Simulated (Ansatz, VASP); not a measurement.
# Two plane-wave programs on AlNi

```xyz
6
Lattice="0.0000 -2.8622 0.0000 0.0000 0.0000 -2.8622 9.3365 0.0000 0.0000" Properties=species:S:1:pos:R:3 pbc="T T T"
Al    2.1465   -2.8622    0.0000
Al    5.0086   -2.8622    0.0000
Al    7.8708   -2.8622    0.0000
Ni    0.7154   -1.4311   -1.4311
Ni    3.5776   -1.4311   -1.4311
Ni    6.4397   -1.4311   -1.4311
```

Alike in both runs: task single point; functional PBEsol; k mesh 20 × 20 × 7; occupations gaussian, width 0.15 eV; no spin polarisation.

```csv
,VASP,Ansatz
version,VASP 6.6.1,Ansatz 0.2.0
potentials or method,"VASP PAW PBE potentials, release 64 (Al, Ni), cutoff 520 eV","scalar-relativistic, plane waves, PAW"
valence electrons in the cell,39,63
```

|  | VASP | Ansatz | Ansatz less VASP |
| --- | --- | --- | --- |
| gap on the k mesh at the Fermi level (eV) | none | none | - |
| pressure (GPa) | -6.8 | -7.0 | -0.18 |
| traceless stress, the component that is largest in VASP (GPa) | -2.14 | -2.09 | +0.055 |
| rms of the force components (eV/Å) | 0.417 | 0.417 | -0.0008 |

VASP's potentials were made for PBE, not for PBEsol. Atom by atom the forces differ by 0.003 eV/Å (rms over components). A gap of «none» marks a metal or a gap that the smearing closes. VASP's potentials hold 39 valence electrons a cell and Ansatz's 63, so a difference there can come from the potentials and not from the codes.
